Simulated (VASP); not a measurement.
Wanted: the native input for a VASP 6.6.1 run.

```yaml
Task: single point
Functional: PBE
Potentials_or_basis: VASP PAW PBE potentials, release 64 (Cu)
Cutoff: 520 eV
k_mesh: 24 × 24 × 12
Occupations: tetrahedron
Spin: no spin polarisation
Dipole_correction: no
Further_INCAR_settings: ALGO = Fast; EDIFF = 1e-07; NBANDS = 18
```

The structure of Cu lies in POSCAR:

```
Cu
1.0
    2.5680103729      0.0000000000      0.0000000000
   -1.2840051864      2.2239622201      0.0000000000
    0.0000000000      0.0000000000      4.3612692838
Cu
2
Direct
    0.3333333333      0.6666666667      0.2500000000
    0.6666666667      0.3333333333      0.7500000000
```

One way to write it, as run:

INCAR

```
PREC = Accurate
ENCUT = 520
EDIFF = 1E-7
ISMEAR = -4
SIGMA = 0.1
LREAL = False
LASPH = True
NELM = 80
ALGO = Fast
ISIF = 2
LWAVE = False
LCHARG = False
GGA = PE
NBANDS = 18
```

KPOINTS

```
Automatic mesh
0
Gamma
  24 24 12
```

Potentials or basis: VASP PAW PBE potentials, release 64 (Cu).

The run is started by

```console
$ cat potpaw_PBE.64/Cu/POTCAR > POTCAR
$ mpirun -np 1 vasp_std > vasp.out
```

Results of the run:

| Item | Value |
| --- | --- |
| Pressure | -4.2 GPa |
| Band gap on the k mesh | zero (band 11 reaches 11.07 eV, above the bottom of band 12 at 5.06 eV) |

Wall time 96 s on 1 thread of Intel(R) Xeon(R) 6975P-C (Granite Rapids), with other jobs on the host, peak memory 0.29 GiB.
